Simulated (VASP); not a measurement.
# MnCo2 (P-3m1) in VASP: single point with PBE

Aim: the single point of MnCo2 with PBE.

Everything below comes from runs of VASP 6.6.1. Logs are shortened: lines on timing, memory, paths and dates and some standing lists are left out, and cuts for length are marked.

## 1. The cell of the first run

Symmetry: P-3m1, No. 164, trigonal system. Conventional cell: a = 2.928 Å, b = 2.928 Å, c = 4.618 Å, α = 90.00°, β = 90.00°, γ = 120.00°. Mn (site symmetry -3m) has 6 Co at 2.22 Å within 2.9 Å. Co (site symmetry 3m) has 3 Mn at 2.22 Å and 3 Co at 2.43 Å within 2.9 Å.

## 2. Single point, PBE, non-collinear spin, typed start, spin-orbit coupling

INCAR reads:

```
PREC = Accurate
ENCUT = 520
EDIFF = 1E-6
ISMEAR = -1
SIGMA = 0.1
LREAL = F
LASPH = T
NELM = 150
ALGO = Normal
ISIF = 2
LWAVE = F
LCHARG = T
MAGMOM = 0 0 4.5 0 0 3 0 0 3
LORBIT = 11
LSORBIT = T
GGA_COMPAT = F
LORBMOM = T
LMAXMIX = 4
GGA = PE
LVHAR = T
NBANDS = 44
```

KPOINTS reads:

```
regular mesh
0
Gamma
  7 7 4
```

POSCAR reads:

```
MnCo2
1.0
    2.9278182492     -0.0000002916      0.0000000000
   -1.4639088721      2.5355651272      0.0000000000
    0.0000000000      0.0000000000      4.6184094600
Mn Co
1 2
Direct
    0.0000000000      0.0000000000      0.5000000000
    0.6666666667      0.3333333333      0.1894349725
    0.3333333333      0.6666666667      0.8105650275
```

Potentials or basis: VASP PAW PBE potentials, release 64 (Mn_pv, Co).

The run is started by

```bash
$ cat potpaw_PBE.64/Mn_pv/POTCAR potpaw_PBE.64/Co/POTCAR > POTCAR
$ mpirun -np 1 vasp_ncl > vasp.out
```

OUTCAR:

```text
PREC = Accurate
   ENCUT = 520
   EDIFF = 1E-6
   ISMEAR = -1
   LREAL = F
   LASPH = T
   NELM = 150
   ISIF = 2
   LORBIT = 11
   LSORBIT = T
   GGA = PE

 ion  position               nearest neighbor table
   1  0.000  0.000  0.500-   2 2.22   3 2.22   3 2.22   2 2.22   2 2.22   3 2.22
   2  0.667  0.333  0.189-   1 2.22   1 2.22   1 2.22   3 2.43   3 2.43   3 2.43
   3  0.333  0.667  0.811-   1 2.22   1 2.22   1 2.22   2 2.43   2 2.43   2 2.43

  LATTYP: Found a hexagonal cell.
 ALAT       =     2.9278182492
 C/A-ratio  =     1.5774235512

  Lattice vectors:

 A1 = (   2.9278182492,  -0.0000002916,   0.0000000000)
 A2 = (  -1.4639088721,   2.5355651272,   0.0000000000)
 A3 = (   0.0000000000,   0.0000000000,   4.6184094600)

Analysis of symmetry for initial positions (statically):
=====================================================================
 Subroutine PRICEL returns:
 Original cell was already a primitive cell.

 Routine SETGRP: Setting up the symmetry group for a
 hexagonal supercell.

 Subroutine GETGRP returns: Found 12 space group operations
 (whereof 12 operations were pure point group operations)
 out of a pool of 24 trial point group operations.

The static configuration has the point symmetry D_3d.

Analysis of symmetry for dynamics (positions and initial velocities):
=====================================================================
 Subroutine PRICEL returns:
 Original cell was already a primitive cell.

 Routine SETGRP: Setting up the symmetry group for a
 hexagonal supercell.

 Subroutine GETGRP returns: Found 12 space group operations
 (whereof 12 operations were pure point group operations)
 out of a pool of 24 trial point group operations.

The dynamic configuration has the point symmetry D_3d.

Analysis of structural, dynamic, and magnetic symmetry:
=====================================================================
 Subroutine PRICEL returns:
 Original cell was already a primitive cell.

 Routine SETGRP: Setting up the symmetry group for a
 hexagonal supercell.

 Subroutine GETGRP returns: Found  6 space group operations
 (whereof  6 operations were pure point group operations)
 out of a pool of 24 trial point group operations.

The overall configuration has the point symmetry S_6 .

 Subroutine INISYM returns: Found  6 space group operations
 (whereof  6 operations are pure point group operations),
 and found     1 'primitive' translations

----------------------------------------------------------------------------------------

[... 1278 lines left out ...]
      1.46391      0.84519      0.87489        -0.000000     -0.000000     -1.890677
      0.00000      1.69038      3.74352         0.000000      0.000000      1.890677
 -----------------------------------------------------------------------------------
    total drift:                                0.000000      0.000000      0.000000

  FREE ENERGIE OF THE ION-ELECTRON SYSTEM (eV)
  ---------------------------------------------------
  free  energy   TOTEN  =       -20.8446957957 eV

  energy  without entropy=      -20.6609011945  energy(sigma->0) =      -20.75279850

 orbital moment (x)

 # of ion     p       d       tot
 ----------------------------------------
  1         0.000  -0.000  -0.000
  2        -0.000   0.000   0.000
  3        -0.000   0.000   0.000
 ----------------------------------------
           -0.000  -0.000  -0.000

 orbital moment (y)

 # of ion     p       d       tot
 ----------------------------------------
  1         0.000   0.000   0.000
  2         0.000  -0.000  -0.000
  3         0.000  -0.000  -0.000
 ----------------------------------------
            0.000   0.000   0.000

 orbital moment (z)

 # of ion     p       d       tot
 ----------------------------------------
  1        -0.000   0.003   0.002
  2         0.000   0.050   0.050
  3         0.000   0.050   0.050
 ----------------------------------------
            0.001   0.103   0.103

 Spin-Orbit-Coupling matrix elements

 Ion:    1  E_soc:     -0.0279560
 l=   1
     0.0000000    -0.0037044    -0.0036648
    -0.0037044     0.0000000    -0.0037044
    -0.0036648    -0.0037044     0.0000000
 l=   2
     0.0000000    -0.0001736     0.0000000    -0.0001736    -0.0008026
    -0.0001736     0.0000000    -0.0006355    -0.0001366    -0.0001736
     0.0000000    -0.0006355     0.0000000    -0.0006355     0.0000000
    -0.0001736    -0.0001366    -0.0006355     0.0000000    -0.0001736
    -0.0008026    -0.0001736     0.0000000    -0.0001736     0.0000000
 l=   3
     0.0000000     0.0000000     0.0000000     0.0000000     0.0000000     0.0000000     0.0000000
     0.0000000     0.0000000     0.0000000     0.0000000     0.0000000     0.0000000     0.0000000
     0.0000000     0.0000000     0.0000000     0.0000000     0.0000000     0.0000000     0.0000000
     0.0000000     0.0000000     0.0000000     0.0000000     0.0000000     0.0000000     0.0000000
[... 29 lines left out ...]
 l=   2
     0.0000000    -0.0004559     0.0000000    -0.0004559    -0.0021804
    -0.0004559     0.0000000    -0.0016615    -0.0004003    -0.0004559
     0.0000000    -0.0016615     0.0000000    -0.0016615     0.0000000
    -0.0004559    -0.0004003    -0.0016615     0.0000000    -0.0004559
    -0.0021804    -0.0004559     0.0000000    -0.0004559     0.0000000
 l=   3
     0.0000000     0.0000000     0.0000000     0.0000000     0.0000000     0.0000000     0.0000000
     0.0000000     0.0000000     0.0000000     0.0000000     0.0000000     0.0000000     0.0000000
     0.0000000     0.0000000     0.0000000     0.0000000     0.0000000     0.0000000     0.0000000
     0.0000000     0.0000000     0.0000000     0.0000000     0.0000000     0.0000000     0.0000000
     0.0000000     0.0000000     0.0000000     0.0000000     0.0000000     0.0000000     0.0000000
     0.0000000     0.0000000     0.0000000     0.0000000     0.0000000     0.0000000     0.0000000
     0.0000000     0.0000000     0.0000000     0.0000000     0.0000000     0.0000000     0.0000000

 total charge

# of ion       s       p       d       tot
------------------------------------------
    1        0.434   6.363   5.253  12.051
    2        0.521   0.460   7.379   8.359
    3        0.521   0.460   7.379   8.359
--------------------------------------------------
tot          1.475   7.283  20.011  28.770

 magnetization (x)

# of ion       s       p       d       tot
------------------------------------------
    1        0.000   0.000   0.000   0.000
    2       -0.000   0.000   0.000   0.000
    3       -0.000   0.000   0.000   0.000
--------------------------------------------------
tot         -0.000   0.000   0.000   0.000

 magnetization (y)

# of ion       s       p       d       tot
------------------------------------------
    1        0.000   0.000   0.000   0.000
    2        0.000  -0.000  -0.000  -0.000
    3        0.000   0.000  -0.000   0.000
--------------------------------------------------
tot          0.000  -0.000  -0.000  -0.000

 magnetization (z)

# of ion       s       p       d       tot
------------------------------------------
    1       -0.001  -0.001   1.792   1.791
    2        0.007  -0.009   1.226   1.223
    3        0.007  -0.009   1.226   1.223
--------------------------------------------------
tot          0.012  -0.020   4.245   4.237
```

OSZICAR:

```text
N       E                     dE             d eps       ncg     rms          rms(c)
[... 39 lines left out ...]
DAV:  40    -0.208446981723E+02    0.35562E-05   -0.59416E-05  3108   0.646E-02    0.348E-03
DAV:  41    -0.208446979287E+02    0.24358E-06   -0.37204E-05  3140   0.506E-02    0.286E-03
DAV:  42    -0.208446966187E+02    0.13100E-05   -0.33750E-05  3116   0.475E-02    0.200E-03
DAV:  43    -0.208446962154E+02    0.40330E-06   -0.18669E-05  3108   0.360E-02    0.143E-03
DAV:  44    -0.208446961956E+02    0.19838E-07   -0.19503E-05  3112   0.369E-02    0.154E-03
DAV:  45    -0.208446957162E+02    0.47941E-06   -0.10239E-05  3092   0.287E-02    0.105E-03
DAV:  46    -0.208446957957E+02   -0.79533E-07   -0.93964E-06  3096   0.263E-02
   1 F= -.20844696E+02 E0= -.20752798E+02  d E =-.183795E+00  mag=    -0.0000     0.0000     4.2471
```

stdout:

```text
POSCAR found type information on POSCAR MnCo
 POSCAR found :  2 types and       3 ions
 scaLAPACK will be used
 LDA part: xc-table for (Slater+PW92), standard interpolation
 POSCAR, INCAR and KPOINTS ok, starting setup
 FFT: planning ... GRIDC
 FFT: planning ... GRID_SOFT
 FFT: planning ... GRID
 WAVECAR not read
 entering main loop
```

Run time: 5.4 min. Hardware: 1 thread of Intel Xeon Platinum 8259CL at 2.50GHz (Skylake/Cascade Lake), shared host; peak memory 0.3 GiB.

Results:

```
Free energy                                           : -20.8447 eV
Pressure                                              : 16.6 GPa
Largest force                                         : 1.891 eV/Å
Net moment                                            : 4.25 μB per cell
Valence electrons inside the program's atomic spheres : Mn 12.05; Co 8.36
```

Forces on the atoms (eV/Å):
```
Mn   0.000  0.000  0.000
Co   0.000  0.000 -1.891
Co   0.000  0.000  1.891
```

Moments on the atoms (μB; x, y, z):
```
Mn  0.00 0.00 1.79
Co  0.00 0.00 1.22
Co  0.00 0.00 1.22
```

Caveat: forces of over 1 eV/Å act on the atoms, so gaps and moduli don't describe the material at rest.
